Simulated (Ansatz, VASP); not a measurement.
## Two plane-wave programs on C

INCAR

```
PREC = Accurate
ENCUT = 600
EDIFF = 1E-6
ISMEAR = -1
SIGMA = 0.05
LREAL = F
LASPH = T
NELM = 120
ALGO = Normal
ISIF = 2
LWAVE = F
LCHARG = F
GGA = PE
NBANDS = 11
GGA_COMPAT = F
```

Contents of KPOINTS:

```
regular mesh
0
Gamma
  14 14 14
```

Contents of POSCAR:

```
C
1.0
    0.0000000000      1.7833900000      1.7833900000
    1.7833900000      0.0000000000      1.7833900000
    1.7833900000      1.7833900000      0.0000000000
C
2
Direct
    0.5000000000      0.5000000000      0.5000000000
    0.7500000000      0.7500000000      0.7500000000
```

Input for Ansatz:

```yaml
crystal:
  lattice:
    - [0.0, 1.78339, 1.78339]
    - [1.78339, 0.0, 1.78339]
    - [1.78339, 1.78339, 0.0]
  atoms:
    - { symbol: C, position: [0.5, 0.5, 0.5] }
    - { symbol: C, position: [0.75, 0.75, 0.75] }
hamiltonian:
  xc: pbe
  pseudopotentials: { kind: paw }
basis:
  ecutwfc: 420
kpoints:
  mp_grid: { grid: [14, 14, 14] }
scf:
  occupations: { method: fermi_dirac, width: 0.05 }
  lower_state_search: "off"
  max_iter: 60
output:
  forces: true
  stress: true
```

Alike in both runs: task single point; functional PBE; k mesh 14 × 14 × 14; occupations fermi-dirac, width 0.05 eV; no spin polarisation.

|  | VASP | Ansatz |
| --- | --- | --- |
| version | VASP 6.6.1 | Ansatz 0.2.0 |
| potentials or method | VASP PAW PBE potentials, release 64 (C), cutoff 600 eV | PAW, plane waves, scalar-relativistic |
| valence electrons in the cell | 8 | 8 |

```tsv
	VASP	Ansatz	Ansatz less VASP
pressure (GPa)	1.8	1.8	0.00
```
